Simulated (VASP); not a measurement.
Set up this calculation in VASP 6.6.1, as the native input.

```
Task                   : electric field gradients
Functional             : PBE
Potentials or basis    : VASP PAW PBE potentials, release 64 (Ca_sv)
Cutoff                 : 520 eV
k mesh                 : 11 × 11 × 11
Occupations            : fermi-dirac, width 0.05 eV
Spin                   : no spin polarisation
Dipole correction      : no
Further INCAR settings : ALGO = Normal; EDIFF = 1e-08; NBANDS = 11
```

The structure of Ca lies in POSCAR:

```
Ca
1.0
    0.0000000000      2.8218671459      2.8218671459
    2.8218671459      0.0000000000      2.8218671459
    2.8218671459      2.8218671459      0.0000000000
Ca
1
Direct
    0.0000000000      0.0000000000      0.0000000000
```

This cell differs from its parent crystal: volume scaled by 1.03.

The input as run:

INCAR

```
SYSTEM = Ca
PREC     = Accurate       ! precision mode
ENCUT    = 520            ! plane-wave cutoff, eV
EDIFF    = 1E-8           ! SCF threshold, eV
ISMEAR   = -1             ! smearing method
SIGMA    = 0.05           ! smearing width, eV
LREAL    = .FALSE.        ! projectors in reciprocal space
LASPH    = .TRUE.         ! aspherical terms in the spheres
NELM     = 60             ! most SCF steps
ALGO     = Normal         ! electronic algorithm
ISIF     = 2              ! what is computed and relaxed
LWAVE    = .FALSE.        ! write WAVECAR
LCHARG   = .FALSE.        ! write CHGCAR
GGA      = PE             ! functional
LEFG     = .TRUE.       
NBANDS   = 11             ! bands
```

KPOINTS

```
Automatic mesh
0
G
  11 11 11
  0 0 0
```

Potentials or basis: VASP PAW PBE potentials, release 64 (Ca_sv).

Command:

```console
$ cat potpaw_PBE.64/Ca_sv/POTCAR > POTCAR
$ mpirun -np 1 vasp_std > vasp.out
```

It gave:

The pressure is -1.0 GPa. The band gap on the k mesh is zero (band 5 reaches 1.89 eV, above the bottom of band 6 at 1.56 eV).

Caveat: without QUAD_EFG the Cq values of the log hold for a quadrupole moment of 1 mb, not for the nuclei.

Wall time 29 s on 1 thread of Intel Xeon 6975P-C (shared host), peak memory 0.18 GiB.
